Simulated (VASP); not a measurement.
# Si2C (P-62m) in VASP: relaxation of cell and atoms with PBE

Aim: the relaxation of cell and atoms of Si2C with PBE.

All numbers are computed with VASP 6.6.1; they aren't measurements. Logs are shortened: lines on timing, memory, paths and dates and some standing lists are left out, and cuts for length are marked.

**1. The cell of the first run**

Symmetry: P-62m, No. 189, hexagonal system. Conventional cell: a = 5.275 Å, b = 5.275 Å, c = 2.731 Å, α = 90.00°, β = 90.00°, γ = 120.00°. Si (site symmetry -62m) has 14 Si at 2.58 to 3.38 Å and 6 C at 3.05 Å within 3.4 Å. Within 2.8 Å of Si (site symmetry m2m) lie 4 C at 2.10 Å and 8 Si at 2.58 to 2.75 Å. Within 2.8 Å of C (site symmetry -6) lie 6 Si at 2.10 Å and 2 C at 2.73 Å.

**2. Relaxation of cell and atoms, PBE**

INCAR

```
SYSTEM = Si2C
  PREC = Accurate
  ENCUT = 600
  EDIFF = 1E-6
  ISMEAR = 0
  SIGMA = 0.1
  LREAL = .FALSE.
  LASPH = .TRUE.
  NELM = 100
  ALGO = Normal
  ISIF = 3
  LWAVE = .FALSE.
  LCHARG = .FALSE.
  GGA = PE
  IBRION = 2
  NSW = 100
  EDIFFG = -0.01
```

KPOINTS

```
regular mesh
0
G
  12 12 14
  0 0 0
```

POSCAR

```
Si2C
1.0
    5.2749919004      0.0000000000      0.0000000000
   -2.6374959502      4.5682769905      0.0000000000
    0.0000000000      0.0000000000      2.7312647635
Si C
4 2
Direct
    0.0000000000      0.0000000000      0.0000000000
    0.4140657113      0.0000000000      0.5000000000
    0.0000000000      0.4140657113      0.5000000000
    0.5859342887      0.5859342887      0.5000000000
    0.6666666667      0.3333333333      0.0000000000
    0.3333333333      0.6666666667      0.0000000000
```

Potentials or basis: VASP PAW PBE potentials, release 64 (Si, C).

Command:

```console
$ cat potpaw_PBE.64/Si/POTCAR potpaw_PBE.64/C/POTCAR > POTCAR
$ mpirun -np 1 vasp_std > vasp.out
```

OUTCAR:

```text
SYSTEM = Si2C
   PREC = Accurate
   ENCUT = 600
   EDIFF = 1E-6
   ISMEAR = 0
   LREAL = .FALSE.
   LASPH = .TRUE.
   NELM = 100
   ISIF = 3
   GGA = PE
   IBRION = 2
   NSW = 100
   EDIFFG = -0.01

 ion  position               nearest neighbor table
   1  0.000  0.000  0.000-   3 2.58   4 2.58   3 2.58   4 2.58   2 2.58   2 2.58
   2  0.414  0.000  0.500-   6 2.10   6 2.10   5 2.10   5 2.10   1 2.58   1 2.58   4 2.75   3 2.75
                             3 2.75   4 2.75
   3  0.000  0.414  0.500-   5 2.10   5 2.10   6 2.10   6 2.10   1 2.58   1 2.58   2 2.75   2 2.75
                             4 2.75   4 2.75
   4  0.586  0.586  0.500-   5 2.10   5 2.10   6 2.10   6 2.10   1 2.58   1 2.58   2 2.75   2 2.75
                             3 2.75   3 2.75
   5  0.667  0.333  0.000-   3 2.10   3 2.10   2 2.10   2 2.10   4 2.10   4 2.10
   6  0.333  0.667  0.000-   2 2.10   2 2.10   3 2.10   3 2.10   4 2.10   4 2.10

  LATTYP: Found a hexagonal cell.
 ALAT       =     5.2749919004
 C/A-ratio  =     0.5177761056

  Lattice vectors:

 A1 = (   5.2749919004,   0.0000000000,   0.0000000000)
 A2 = (  -2.6374959502,   4.5682769905,   0.0000000000)
 A3 = (   0.0000000000,   0.0000000000,   2.7312647635)

Analysis of symmetry for initial positions (statically):
=====================================================================
 Subroutine PRICEL returns:
 Original cell was already a primitive cell.

 Routine SETGRP: Setting up the symmetry group for a
 hexagonal supercell.

 Subroutine GETGRP returns: Found 12 space group operations
 (whereof 12 operations were pure point group operations)
 out of a pool of 24 trial point group operations.

The static configuration has the point symmetry D_3h.

Analysis of symmetry for dynamics (positions and initial velocities):
=====================================================================
 Subroutine PRICEL returns:
 Original cell was already a primitive cell.

 Routine SETGRP: Setting up the symmetry group for a
 hexagonal supercell.

 Subroutine GETGRP returns: Found 12 space group operations
 (whereof 12 operations were pure point group operations)
 out of a pool of 24 trial point group operations.

The dynamic configuration has the point symmetry D_3h.

 Subroutine INISYM returns: Found 12 space group operations
 (whereof 12 operations are pure point group operations),
 and found     1 'primitive' translations

----------------------------------------------------------------------------------------

                                     Primitive cell

  volume of cell :      65.8170

  direct lattice vectors                    reciprocal lattice vectors
     5.274991900  0.000000000  0.000000000     0.189573751  0.109450456  0.000000000
    -2.637495950  4.568276991  0.000000000     0.000000000  0.218900912  0.000000000
     0.000000000  0.000000000  2.731264764     0.000000000  0.000000000  0.366130744

  length of vectors
     5.274991900  5.274991900  2.731264764     0.218900912  0.218900912  0.366130744

  position of ions in fractional coordinates (direct lattice)
     0.000000000  0.000000000  0.000000000
     0.414065711  0.000000000  0.500000000
     1.000000000  0.414065711  0.500000000
     0.585934289  0.585934289  0.500000000
     0.666666667  0.333333333  0.000000000
     0.333333333  0.666666667  0.000000000

  ion indices of the primitive-cell ions
   primitive index   ion index
                 1           1
                 2           2
                 3           3
                 4           4
                 5           5
                 6           6

----------------------------------------------------------------------------------------

 KPOINTS: regular mesh

Automatic generation of k-mesh.
 Grid dimensions read from file:
 generate k-points for:   12   12   14

 Generating k-lattice:

  Cartesian coordinates                     Fractional coordinates (reciprocal lattice)
     0.015797813  0.009120871  0.000000000     0.083333333  0.000000000  0.000000000
     0.000000000  0.018241743  0.000000000     0.000000000  0.083333333  0.000000000
     0.000000000  0.000000000  0.026152196     0.000000000  0.000000000  0.071428571

  Length of vectors
     0.018241743  0.018241743  0.026152196

  Shift w.r.t. Gamma in fractional coordinates (k-lattice)
     0.000000000  0.000000000  0.000000000

 Subroutine IBZKPT returns following result:
 ===========================================

 Found    152 irreducible k-points:

 Following reciprocal coordinates:
            Coordinates               Weight
  0.000000  0.000000  0.000000      1.000000
  0.083333  0.000000  0.000000      6.000000
  0.166667  0.000000  0.000000      6.000000
  0.250000  0.000000  0.000000      6.000000
  0.333333  0.000000  0.000000      6.000000
  0.416667  0.000000  0.000000      6.000000
[... 16 lines left out ...]
  0.250000  0.000000  0.071429     12.000000
  0.333333  0.000000  0.071429     12.000000
 [... further k-points ...]
   k-points           NKPTS =    152   k-points in BZ     NKDIM =    152   number of bands    NBANDS=     16
   number of dos      NEDOS =    301   number of ions     NIONS =      6
   total plane-waves  NPLWV =  42336
   dimension x,y,z NGX =    42 NGY =   42 NGZ =   24
   dimension x,y,z NGXF=    84 NGYF=   84 NGZF=   48
   ions per type =               4   2
   NGX,Y,Z   is equivalent  to a cutoff of  13.24, 13.24, 14.61 a.u.
   NGXF,Y,Z  is equivalent  to a cutoff of  26.47, 26.47, 29.22 a.u.
 SYSTEM =  Si2C
   PREC   = accura    normal or accurate (medium, high low for compatibility)
   ISTART =      0    job   : 0-new  1-cont  2-samecut
   ICHARG =      2    charge: 1-file 2-atom 10-const
   ISPIN  =      1    spin polarized calculation?
   LNONCOLLINEAR =      F non collinear calculations
   LSORBIT =      F    spin-orbit coupling
   LASPH  =      T    aspherical Exc in radial PAW
   ENCUT  =  600.0 eV  44.10 Ry    6.64 a.u.  10.54 10.54  5.46*2*pi/ulx,y,z
   NELM   =    100;   NELMIN=  2; NELMDL= -5     # of ELM steps
   EDIFF  = 0.1E-05   stopping-criterion for ELM
   LREAL  =      F    real-space projection
   EDIFFG = -.1E-01   stopping-criterion for IOM
   NSW    =    100    number of steps for IOM
   IBRION =      2    ionic relax: 0-MD 1-quasi-New 2-CG
   NFREE  =      1    steps in history (QN), initial steepest desc. (CG)
   ISIF   =      3    stress and relaxation
   ISYM   =      2    0-nonsym 1-usesym 2-fastsym
   POTIM  = 0.5000    time-step for ionic-motion
   TEBEG  =    0.0;   TEEND  =   0.0 temperature during run
   PSTRESS=    0.0 pullay stress
   NELECT =      24.0000    total number of electrons
   NUPDOWN=      -1.0000    fix difference up-down
   EMIN   =  10.00;   EMAX   =-10.00  energy-range for DOS
   EFERMI =   0.00;   METHOD = LEGACY
   ISMEAR =     0;   SIGMA  =   0.10  broadening in eV -4-tet -1-fermi 0-gaus
   EFERMI_NEDOS =   21; number of points for ismear=-14 and -15
   IALGO  =     38    algorithm
   IMIX   =      4    mixing-type and parameters
     AMIX     =   0.40;   BMIX     =  1.00
     AMIX_MAG =   1.60;   BMIX_MAG =  1.00
  volume/ion in A,a.u.               =      10.97        74.03
  Fermi-wavevector in a.u.,A,eV,Ry     =   1.169587  2.210199 18.611872  1.367934
  Thomas-Fermi vector in A             =   2.306058
   LORBIT       =      0    0 simple, 1 ext, 2 COOP (PROOUT), +10 PAW based schemes
   GGA     = PE    functional components
   LHFCALC =     F    Hartree Fock is set to
   AEXX    =    0.0000 exact exchange contribution
   IVDW    =     0    specifies the selected vdW correction
   LEPSILON=     F    determine dielectric tensor
   LRPA    =     F    only Hartree local field effects (RPA)
 conjugate gradient relaxation of ions
 non-spin polarized calculation
 Gauss-broadening in eV      SIGMA  =   0.10
  energy-cutoff  :      600.00
  volume of cell :       65.82
 maximum number of plane-waves:      2225
   NGX = 21   NGY = 21   NGZ = 11

--------------------------------------- Ionic step        1  -------------------------------------------

 number of electron      23.9999998 magnetization

 Free energy of the ion-electron system (eV)
  ---------------------------------------------------
  ext. energy  EPLUGINS =         0.00000000
  ---------------------------------------------------
  free energy    TOTEN  =       -35.16716229 eV

  energy without entropy =      -35.16137665  energy(sigma->0) =      -35.16426947

------------------------ aborting loop because EDIFF is reached ----------------------------------------

  FORCE on cell =-STRESS in cart. coord.  units (eV):
  Direction    XX          YY          ZZ          XY          YZ          ZX
  --------------------------------------------------------------------------------------
  -------------------------------------------------------------------------------------
  Total       -0.1031664     -0.1031664      0.1139085      0.0000000      0.0000000      0.0000000
  in kB       -2.5113707     -2.5113707      2.7728645      0.0000000      0.0000000      0.0000000
  external PRESSURE =      -0.7499590 kB  Pullay stress =       0.0000000 kB
[... 105 lines left out ...]
  energy  without entropy=      -35.1618237687  energy(sigma->0) =      -35.16468533

--------------------------------------- Ionic step        4  -------------------------------------------

 number of electron      23.9999999 magnetization

 Free energy of the ion-electron system (eV)
  ---------------------------------------------------
  ext. energy  EPLUGINS =         0.00000000
  ---------------------------------------------------
  free energy    TOTEN  =       -35.16779800 eV

  energy without entropy =      -35.16212710  energy(sigma->0) =      -35.16496255

 E-fermi :  10.6246     XC(G=0): -11.7434

 val. band max:       10.6159187705   @ k =   0.3333   0.1667   0.5000
 cond. band min:      10.6253456048   @ k =   0.2500   0.0833   0.2143
 fundamental gap:      0.0094268342
 Fermi energy:        10.6246382736

 k-point     1 :       0.0000    0.0000    0.0000
  band No.  band energies     occupation
      1      -6.1557      2.00000
      2      -2.3957      2.00000
      3       0.6766      2.00000
      4       0.6766      2.00000
      5       1.0380      2.00000
      6       3.0680      2.00000
[... 8 lines left out ...]
     15      16.0662      0.00000
     16      16.6469      0.00000
[... 420 lines left out ...]
  band No.  band energies     occupation
      1      -5.4755      2.00000
      2      -3.5998      2.00000
      3      -0.7061      2.00000
      4       0.3971      2.00000
      5       2.8677      2.00000
      6       5.0026      2.00000
[... 8 lines left out ...]
     15      15.1712      0.00000
     16      15.2844      0.00000

 [... further k-points ...]
[... 5 lines left out ...]
  --------------------------------------------------------------------------------------
  -------------------------------------------------------------------------------------
  Total        0.0503407      0.0503407      0.0075634      0.0000000      0.0000000      0.0000000
  in kB        1.2269458      1.2269458      0.1843419      0.0000000      0.0000000      0.0000000
  external PRESSURE =       0.8794112 kB  Pullay stress =       0.0000000 kB
[... 21 lines left out ...]
  FREE ENERGIE OF THE ION-ELECTRON SYSTEM (eV)
  ---------------------------------------------------
  free  energy   TOTEN  =       -35.1677979992 eV

  energy  without entropy=      -35.1621270998  energy(sigma->0) =      -35.16496255

 reached required accuracy - stopping structural energy minimisation
```

It took 3.1 min on 1 thread of Intel Xeon 6975P-C (Granite Rapids), shared host; peak memory 0.3 GiB.

What came out:

```yaml
Free_energy: -35.1678 eV
Relaxed_volume: 10.96 Å³/atom
Relaxed_cell: a = 5.270 Å, b = 5.270 Å, c = 2.733 Å, α = 90.00°, β = 90.00°, γ = 120.00°
Space_group_after_relaxing_to_0.1_Å: P-62m (No. 189)
Energy_gained_by_relaxing: 0.1 meV/atom
Ionic_steps: 4
Pressure_after_relaxing: 0.1 GPa
Largest_force_after_relaxing: 0.008 eV/Å
Band_gap_on_the_k_mesh: zero (bands 12 and 13 overlap by 5.80 eV)
```

Forces in eV/Å, atoms in the order of the input:
```
Si   0.000  0.000  0.000
Si  -0.008  0.000  0.000
Si   0.004 -0.007  0.000
Si   0.004  0.007  0.000
C    0.000  0.000  0.000
C    0.000  0.000  0.000
```

The path:
```tsv
step	energy change (eV)	largest force (eV/Å)	pressure (GPa)	volume (Å³)
1	0.0000	0.0514	-0.07	65.82
2	-0.0004	0.0363	0.00	65.77
3	-0.0004	0.0330	0.02	65.76
4	-0.0006	0.0075	0.09	65.74
```

Final structure:
```
Si C
1.0
     5.27029    0.00000    0.00000
    -2.63515    4.56421    0.00000
     0.00000    0.00000    2.73278
Si C
4 2
Cartesian
  -2.6351 4.5642 0.0000
  -0.4592 4.5642 1.3664
  -1.0880 1.8845 1.3664
  1.5472 2.6798 1.3664
  2.6351 1.5214 0.0000
  0.0000 3.0428 0.0000
```
